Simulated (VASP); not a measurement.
# Ge (Fd-3m) in VASP: further runs

Runs on Ge. Level: PBEsol. Tasks: single point.

Everything below comes from runs of VASP 6.6.1. Logs are shortened: lines on timing, memory, paths and dates and some standing lists are left out, and cuts for length are marked.

### Step 1. The cell of the first run

Symmetry: Fd-3m, No. 227, cubic system. The conventional cell has a = 5.542 Å, b = 5.542 Å, c = 5.542 Å, α = 90.00°, β = 90.00°, γ = 90.00°. Ge (site symmetry -43m) has 4 Ge at 2.40 Å within 3.2 Å.

### Step 2. Single point, PBEsol (volume scaled by 0.94)

Input file INCAR:

```
SYSTEM = Ge
  PREC = Accurate
  ENCUT = 520
  EDIFF = 1E-6
  ISMEAR = -1
  SIGMA = 0.05
  LREAL = .FALSE.
  LASPH = .TRUE.
  NELM = 80
  ALGO = Normal
  ISIF = 2
  LWAVE = .FALSE.
  LCHARG = .FALSE.
  GGA = PS
  NBANDS = 21
```

Input file KPOINTS:

```
Automatic mesh
0
G
  8 8 8
  0 0 0
```

Input file POSCAR:

```
Ge
1.0
    0.0000000000      2.7711609388      2.7711609388
    2.7711609388      0.0000000000      2.7711609388
    2.7711609388      2.7711609388      0.0000000000
Ge
2
Direct
    0.7500000000      0.7500000000      0.7500000000
    0.5000000000      0.5000000000      0.5000000000
```

Potentials or basis: VASP PAW PBE potentials, release 64 (Ge_d).

The run is started by

```
cat potpaw_PBE.64/Ge_d/POTCAR > POTCAR
mpirun -np 1 vasp_std > vasp.out
```

OUTCAR:

```text
SYSTEM = Ge
   PREC = Accurate
   ENCUT = 520
   EDIFF = 1E-6
   ISMEAR = -1
   LREAL = .FALSE.
   LASPH = .TRUE.
   NELM = 80
   ISIF = 2
   GGA = PS

 ion  position               nearest neighbor table
   1  0.750  0.750  0.750-   2 2.40   2 2.40   2 2.40   2 2.40
   2  0.500  0.500  0.500-   1 2.40   1 2.40   1 2.40   1 2.40

  LATTYP: Found a face centered cubic cell.
 ALAT       =     5.5423218776

  Lattice vectors:

 A1 = (   0.0000000000,   2.7711609388,   2.7711609388)
 A2 = (   2.7711609388,   0.0000000000,   2.7711609388)
 A3 = (   2.7711609388,   2.7711609388,   0.0000000000)

Analysis of symmetry for initial positions (statically):
=====================================================================
 Subroutine PRICEL returns:
 Original cell was already a primitive cell.

 Routine SETGRP: Setting up the symmetry group for a
 face centered cubic supercell.

 Subroutine GETGRP returns: Found 48 space group operations
 (whereof 24 operations were pure point group operations)
 out of a pool of 48 trial point group operations.

The static configuration has the point symmetry T_d .
 The point group associated with its full space group is O_h .

Analysis of symmetry for dynamics (positions and initial velocities):
=====================================================================
 Subroutine PRICEL returns:
 Original cell was already a primitive cell.

 Routine SETGRP: Setting up the symmetry group for a
 face centered cubic supercell.

 Subroutine GETGRP returns: Found 48 space group operations
 (whereof 24 operations were pure point group operations)
 out of a pool of 48 trial point group operations.

The dynamic configuration has the point symmetry T_d .
 The point group associated with its full space group is O_h .

 Subroutine INISYM returns: Found 48 space group operations
 (whereof 24 operations are pure point group operations),
 and found     1 'primitive' translations

----------------------------------------------------------------------------------------

                                     Primitive cell

  volume of cell :      42.5613

  direct lattice vectors                    reciprocal lattice vectors
     0.000000000  2.771160939  2.771160939    -0.180429795  0.180429795  0.180429795
     2.771160939  0.000000000  2.771160939     0.180429795 -0.180429795  0.180429795
     2.771160939  2.771160939  0.000000000     0.180429795  0.180429795 -0.180429795

  length of vectors
     3.919013383  3.919013383  3.919013383     0.312513572  0.312513572  0.312513572

  position of ions in fractional coordinates (direct lattice)
     0.750000000  0.750000000  0.750000000
     0.500000000  0.500000000  0.500000000

  ion indices of the primitive-cell ions
   primitive index   ion index
                 1           1
                 2           2

----------------------------------------------------------------------------------------

 KPOINTS: Automatic mesh

Automatic generation of k-mesh.
 Grid dimensions read from file:
 generate k-points for:    8    8    8

 Generating k-lattice:

  Cartesian coordinates                     Fractional coordinates (reciprocal lattice)
    -0.022553724  0.022553724  0.022553724     0.125000000  0.000000000  0.000000000
     0.022553724 -0.022553724  0.022553724     0.000000000  0.125000000  0.000000000
     0.022553724  0.022553724 -0.022553724     0.000000000  0.000000000  0.125000000

  Length of vectors
     0.039064197  0.039064197  0.039064197

  Shift w.r.t. Gamma in fractional coordinates (k-lattice)
     0.000000000  0.000000000  0.000000000

 Subroutine IBZKPT returns following result:
 ===========================================

 Found     29 irreducible k-points:

 Following reciprocal coordinates:
            Coordinates               Weight
  0.000000  0.000000  0.000000      1.000000
  0.125000  0.000000  0.000000      8.000000
  0.250000  0.000000  0.000000      8.000000
  0.375000  0.000000  0.000000      8.000000
  0.500000  0.000000  0.000000      4.000000
  0.125000  0.125000  0.000000      6.000000
[... 16 lines left out ...]
  0.500000  0.250000  0.125000     48.000000
 -0.375000  0.250000  0.125000     24.000000
 [... further k-points ...]
   k-points           NKPTS =     29   k-points in BZ     NKDIM =     29   number of bands    NBANDS=     21
   number of dos      NEDOS =    301   number of ions     NIONS =      2
   total plane-waves  NPLWV =  27000
   dimension x,y,z NGX =    30 NGY =   30 NGZ =   30
   dimension x,y,z NGXF=    60 NGYF=   60 NGZF=   60
   ions per type =               2
   NGX,Y,Z   is equivalent  to a cutoff of  12.73, 12.73, 12.73 a.u.
   NGXF,Y,Z  is equivalent  to a cutoff of  25.45, 25.45, 25.45 a.u.
 SYSTEM =  Ge
   PREC   = accura    normal or accurate (medium, high low for compatibility)
   ISTART =      0    job   : 0-new  1-cont  2-samecut
   ICHARG =      2    charge: 1-file 2-atom 10-const
   ISPIN  =      1    spin polarized calculation?
   LNONCOLLINEAR =      F non collinear calculations
   LSORBIT =      F    spin-orbit coupling
   LASPH  =      T    aspherical Exc in radial PAW
   ENCUT  =  520.0 eV  38.22 Ry    6.18 a.u.   7.29  7.29  7.29*2*pi/ulx,y,z
   NELM   =     80;   NELMIN=  2; NELMDL= -5     # of ELM steps
   EDIFF  = 0.1E-05   stopping-criterion for ELM
   LREAL  =      F    real-space projection
   EDIFFG = 0.1E-04   stopping-criterion for IOM
   NSW    =      0    number of steps for IOM
   IBRION =     -1    ionic relax: 0-MD 1-quasi-New 2-CG
   NFREE  =      0    steps in history (QN), initial steepest desc. (CG)
   ISIF   =      2    stress and relaxation
   ISYM   =      2    0-nonsym 1-usesym 2-fastsym
   POTIM  = 0.5000    time-step for ionic-motion
   TEBEG  =    0.0;   TEEND  =   0.0 temperature during run
   PSTRESS=    0.0 pullay stress
   NELECT =      28.0000    total number of electrons
   NUPDOWN=      -1.0000    fix difference up-down
   EMIN   =  10.00;   EMAX   =-10.00  energy-range for DOS
   EFERMI =   0.00;   METHOD = LEGACY
   ISMEAR =    -1;   SIGMA  =   0.05  broadening in eV -4-tet -1-fermi 0-gaus
   EFERMI_NEDOS =   21; number of points for ismear=-14 and -15
   IALGO  =     38    algorithm
   IMIX   =      4    mixing-type and parameters
     AMIX     =   0.40;   BMIX     =  1.00
     AMIX_MAG =   1.60;   BMIX_MAG =  1.00
  volume/ion in A,a.u.               =      21.28       143.61
  Fermi-wavevector in a.u.,A,eV,Ry     =   1.423822  2.690634 27.582678  2.027270
  Thomas-Fermi vector in A             =   2.544379
   LORBIT       =      0    0 simple, 1 ext, 2 COOP (PROOUT), +10 PAW based schemes
   GGA     = PS    functional components
   LHFCALC =     F    Hartree Fock is set to
   AEXX    =    0.0000 exact exchange contribution
   IVDW    =     0    specifies the selected vdW correction
   LEPSILON=     F    determine dielectric tensor
   LRPA    =     F    only Hartree local field effects (RPA)
 non-spin polarized calculation
  energy-cutoff  :      520.00
  volume of cell :       42.56
 maximum number of plane-waves:      1162
 NGX is ok and might be reduce to    30
   NGX = 15   NGY = 15   NGZ = 15

 number of electron      27.9999991 magnetization

 Free energy of the ion-electron system (eV)
  ---------------------------------------------------
  ext. energy  EPLUGINS =         0.00000000
  ---------------------------------------------------
  free energy    TOTEN  =        -9.81300152 eV

  energy without entropy =       -9.81271146  energy(sigma->0) =       -9.81285649

 E-fermi :   5.6295     XC(G=0): -10.4244

 val. band max:        5.4865747715   @ k =   0.0000   0.0000   0.0000
 cond. band min:       5.8050740939   @ k =   0.5000   0.0000   0.0000
 fundamental gap:      0.3184993224
 Fermi energy:         5.6295283401

 k-point     1 :       0.0000    0.0000    0.0000
  band No.  band energies     occupation
      1     -19.3748      2.00000
      2     -19.3748      2.00000
      3     -19.3748      2.00000
      4     -19.3332      2.00000
      5     -19.3332      2.00000
      6     -19.0849      2.00000
[... 13 lines left out ...]
     20      15.1368      0.00000
     21      15.1368      0.00000

 k-point     2 :       0.1250    0.0000    0.0000
  band No.  band energies     occupation
      1     -19.3846      2.00000
      2     -19.3846      2.00000
      3     -19.3720      2.00000
      4     -19.3195      2.00000
      5     -19.3195      2.00000
      6     -19.0975      2.00000
[... 13 lines left out ...]
     20      14.1206      0.00000
     21      14.1206      0.00000

 k-point     3 :       0.2500    0.0000    0.0000
  band No.  band energies     occupation
      1     -19.3964      2.00000
      2     -19.3964      2.00000
      3     -19.3649      2.00000
      4     -19.2990      2.00000
      5     -19.2990      2.00000
      6     -19.1130      2.00000
[... 13 lines left out ...]
     20      13.8670      0.00000
     21      13.8670      0.00000

 k-point     4 :       0.3750    0.0000    0.0000
  band No.  band energies     occupation
      1     -19.4020      2.00000
      2     -19.4020      2.00000
      3     -19.3577      2.00000
      4     -19.2870      2.00000
      5     -19.2870      2.00000
      6     -19.1207      2.00000
[... 13 lines left out ...]
     20      15.1486      0.00000
     21      15.1486      0.00000

 k-point     5 :       0.5000    0.0000    0.0000
  band No.  band energies     occupation
      1     -19.4033      2.00000
      2     -19.4033      2.00000
      3     -19.3547      2.00000
      4     -19.2838      2.00000
      5     -19.2838      2.00000
      6     -19.1222      2.00000
[... 13 lines left out ...]
     20      16.9823      0.00000
     21      16.9824      0.00000
[... 382 lines left out ...]
     20      17.6398      0.00000
     21      18.6282      0.00000

 k-point    22 :       0.3750    0.2500    0.1250
  band No.  band energies     occupation
      1     -19.4089      2.00000
      2     -19.4053      2.00000
      3     -19.3558      2.00000
      4     -19.2900      2.00000
      5     -19.2557      2.00000
      6     -19.1749      2.00000
[... 13 lines left out ...]
     20      15.8038      0.00000
     21      16.1551      0.00000

 k-point    23 :       0.5000    0.2500    0.1250
  band No.  band energies     occupation
      1     -19.4225      2.00000
      2     -19.4131      2.00000
      3     -19.3303      2.00000
      4     -19.2724      2.00000
      5     -19.2407      2.00000
      6     -19.1847      2.00000
[... 13 lines left out ...]
     20      15.3718      0.00000
     21      17.2200      0.00000

 k-point    24 :      -0.3750    0.2500    0.1250
  band No.  band energies     occupation
      1     -19.4286      2.00000
      2     -19.4147      2.00000
      3     -19.3188      2.00000
      4     -19.2595      2.00000
      5     -19.2426      2.00000
      6     -19.1785      2.00000
[... 13 lines left out ...]
     20      16.5255      0.00000
     21      17.2689      0.00000

 [... further k-points ...]

------------------------ aborting loop because EDIFF is reached ----------------------------------------

  FORCE on cell =-STRESS in cart. coord.  units (eV):
  Direction    XX          YY          ZZ          XY          YZ          ZX
  --------------------------------------------------------------------------------------
  -------------------------------------------------------------------------------------
  Total        1.4582343      1.4582343      1.4582343      0.0000000      0.0000000     -0.0000000
  in kB       54.8937193     54.8937193     54.8937193      0.0000000      0.0000000     -0.0000000
  external PRESSURE =      54.8937193 kB  Pullay stress =       0.0000000 kB

 VOLUME and BASIS-vectors are now :
 -----------------------------------------------------------------------------
  energy-cutoff  :      520.00
  volume of cell :       42.56
      direct lattice vectors                 reciprocal lattice vectors
     0.000000000  2.771160939  2.771160939    -0.180429795  0.180429795  0.180429795
     2.771160939  0.000000000  2.771160939     0.180429795 -0.180429795  0.180429795
     2.771160939  2.771160939  0.000000000     0.180429795  0.180429795 -0.180429795

 POSITION                                       TOTAL-FORCE (eV/Angst)
 -----------------------------------------------------------------------------------
      4.15674      4.15674      4.15674        -0.000000     -0.000000      0.000000
      2.77116      2.77116      2.77116         0.000000      0.000000     -0.000000
 -----------------------------------------------------------------------------------
    total drift:                                0.000000     -0.000000     -0.000000

  FREE ENERGIE OF THE ION-ELECTRON SYSTEM (eV)
  ---------------------------------------------------
  free  energy   TOTEN  =        -9.8130015221 eV

  energy  without entropy=       -9.8127114560  energy(sigma->0) =       -9.81285649
```

Wall time 14 s (1 thread of Intel Xeon 6975P-C (Granite Rapids), shared host); peak memory 0.17 GiB.

Results:

| Item | Value |
| --- | --- |
| Free energy | -9.8130 eV |
| Pressure | 5.5 GPa |
| Band gap on the k mesh | 0.32 eV, indirect (least direct gap 0.57 eV) |

Caveat: the PAW data sets were made with another functional, which shifts forces and pressure a little. A k mesh can miss the band edges.

### Step 3. Single point, PBEsol (volume scaled by 0.98)

Input file INCAR:

```
SYSTEM = Ge
ALGO = Normal
EDIFF = 1E-7
ENCUT = 520
GGA = PS
ISIF = 2
ISMEAR = -1
LASPH = .True.
LCHARG = .True.
LELF = .True.
LREAL = .False.
LVHAR = .True.
LWAVE = .False.
NBANDS = 21
NELM = 80
PREC = Accurate
SIGMA = 0.05
```

Input file KPOINTS:

```
k-points
0
Gamma
  8 8 8
  0 0 0
```

Input file POSCAR:

```
Ge
1.0
    0.0000000000      2.8099234548      2.8099234548
    2.8099234548      0.0000000000      2.8099234548
    2.8099234548      2.8099234548      0.0000000000
Ge
2
Direct
    0.7500000000      0.7500000000      0.7500000000
    0.5000000000      0.5000000000      0.5000000000
```

Potentials or basis: VASP PAW PBE potentials, release 64 (Ge_d).

The run is started by

```
cat potpaw_PBE.64/Ge_d/POTCAR > POTCAR
mpirun -np 1 vasp_std > vasp.out
```

It took 17 s on 1 thread of Intel Xeon 6975P-C (Granite Rapids), shared host; peak memory 0.16 GiB.

Results (log left out):

```yaml
Free_energy: -9.8554 eV
Pressure: 2.0 GPa
Band_gap_on_the_k_mesh: 0.18 eV, direct
```

Levels at points of the mesh, in eV from the valence-band top:
| k point | band 12 | band 13 | band 14 | band 15 | band 16 | band 17 |
| --- | --- | --- | --- | --- | --- | --- |
| (0.00, 0.00, 0.00) | 0.00 | 0.00 | 0.00 | 0.18 | 2.54 | 2.54 |
| (0.50, 0.00, 0.00) | -7.72 | -1.44 | -1.44 | 0.18 | 3.72 | 3.72 |
| (0.50, 0.50, 0.00) | -8.98 | -3.16 | -3.16 | 0.64 | 0.64 | 9.66 |

Caveat: the PAW data sets were made with another functional, which shifts forces and pressure a little. A k mesh can miss the band edges.
